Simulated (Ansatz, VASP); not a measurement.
One calculation of InP, two programs

File INCAR:

```
  PREC = Accurate
  ENCUT = 520
  EDIFF = 1E-6
  ISMEAR = 0
  SIGMA = 0.15
  LREAL = False
  LASPH = True
  NELM = 100
  ALGO = Normal
  ISIF = 2
  LWAVE = False
  LCHARG = False
  GGA = PE
  NBANDS = 16
```

File KPOINTS:

```
Automatic mesh
0
Gamma
  14 14 14
```

POSCAR

```
InP
1.0
    0.0000000000      2.7701982124      2.7701982124
    2.6408299559      0.0000000000      2.7701982124
    2.6408299559      2.7701982124      0.0000000000
In P
1 1
Direct
   -0.0136966031      0.0136966031      0.0136966031
    0.5507725402      0.4492274598      0.4492274598
```

Input for Ansatz:

```yaml
crystal:
  lattice:
    - [0.0, 2.7701982124, 2.7701982124]
    - [2.6408299559, 0.0, 2.7701982124]
    - [2.6408299559, 2.7701982124, 0.0]
  atoms:
    - { symbol: In, position: [-0.0136966031, 0.0136966031, 0.0136966031] }
    - { symbol: P, position: [0.5507725402, 0.4492274598, 0.4492274598] }
basis:
  ecutwfc: 420
kpoints:
  mp_grid: { grid: [14, 14, 14] }
hamiltonian:
  xc: pbe
  pseudopotentials: { kind: paw, azcp: { folder: soft_1 } }
scf:
  occupations: { method: gaussian, width: 0.15 }
output:
  forces: true
  stress: true
  eigenvalues: true
```

Change from the starting cell: mode 4 frozen in at -0.281 Å, normal strain along x -0.0467.

Alike in both runs: task single point; functional PBE; k mesh 14 × 14 × 14; occupations gaussian, width 0.15 eV; no spin polarisation.

```csv
,VASP,Ansatz
version,VASP 6.6.1,Ansatz 0.2.0
potentials or method,"VASP PAW PBE potentials, release 64 (In_d, P), cutoff 520 eV","scalar-relativistic, plane waves, PAW"
valence electrons in the cell,18,18
```

Ansatz gave:

| Property | Result |
| --- | --- |
| gap on the k mesh at the Fermi level (eV) | none |
| pressure (GPa) | 10.2 |
| traceless stress, the component that is largest in VASP (GPa) | 19.06 |
| rms of the force components (eV/Å) | 1.688 |

What did VASP give for the same quantities?

gap on the k mesh at the Fermi level (eV): none; pressure (GPa): 10.1; traceless stress, the component that is largest in VASP (GPa): 18.81; rms of the force components (eV/Å): 1.665.

Atom by atom the forces differ by 0.023 eV/Å (rms over components). A gap of «none» marks a metal or a gap that the smearing closes. With one functional, cell and mesh, what is left measures potentials, basis and numerics.
